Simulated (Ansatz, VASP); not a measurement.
# ZnO: VASP beside Ansatz

File INCAR:

```
PREC = Accurate
ENCUT = 520
EDIFF = 1E-6
ISMEAR = -1
SIGMA = 0.02
LREAL = F
LASPH = T
NELM = 80
ALGO = Normal
ISIF = 2
LWAVE = F
LCHARG = F
GGA = PE
NBANDS = 26
```

File KPOINTS:

```
Automatic mesh
0
Gamma
  12 12 6
```

File POSCAR:

```
ZnO
1.0
    3.2353408669      0.0000000000      0.0000000000
   -1.6176704335      2.8018873806      0.0000000000
    0.0000000000      0.0000000000      5.3672803865
Zn O
2 2
Direct
    0.3333333333      0.6666666667      0.0010810490
    0.6666666667      0.3333333333      0.5010810490
    0.3333333333      0.6666666667      0.3739189510
    0.6666666667      0.3333333333      0.8739189510
```

Input for Ansatz:

```yaml
crystal:
  lattice:
    - [3.2353408669, 0.0, 0.0]
    - [-1.6176704335, 2.8018873806, 0.0]
    - [0.0, 0.0, 5.3672803865]
  atoms:
    - { symbol: Zn, position: [0.3333333333, 0.6666666667, 0.001081049] }
    - { symbol: Zn, position: [0.6666666667, 0.3333333333, 0.501081049] }
    - { symbol: O, position: [0.3333333333, 0.6666666667, 0.373918951] }
    - { symbol: O, position: [0.6666666667, 0.3333333333, 0.873918951] }
kpoints:
  mp_grid: { grid: [12, 12, 6] }
  band_path:
    path:
      - [0.0, 0.0, 0.0]
      - [0.5, 0.0, 0.0]
      - [0.3333333333, 0.3333333333, 0.0]
      - [0.0, 0.0, 0.5]
      - [0.5, 0.0, 0.5]
      - [0.3333333333, 0.3333333333, 0.5]
    npoints: 1
hamiltonian:
  xc: pbe
scf:
  occupations: { method: fermi_dirac, width: 0.02 }
  n_extra_bands: 5
output:
  forces: true
  stress: true
  eigenvalues: true
  write_density: true
  write_potential: true
  elf: true
  volumetric_format: npy
```

Change from the starting cell: uniaxial_z strain +3.0%.

Alike in both runs: task single point; functional PBE; k mesh 12 × 12 × 6; occupations fermi-dirac, width 0.02 eV; no spin polarisation.

```csv
,VASP,Ansatz
version,VASP 6.6.1,Ansatz 0.2.0
potentials or method,"VASP PAW PBE potentials, release 64 (Zn, O)","plane waves, PAW"
plane-wave cutoff (eV),520,420
valence electrons in the cell,36,36
```

|  | VASP | Ansatz | Ansatz less VASP |
| --- | --- | --- | --- |
| pressure (GPa) | 2.7 | 1.7 | -0.98 |
| traceless stress, the component that is largest in VASP (GPa) | -2.22 | -2.18 | +0.037 |
| rms of the force components (eV/Å) | 0.013 | 0.008 | -0.0045 |

Atom by atom the forces differ by 0.005 eV/Å (rms over components).
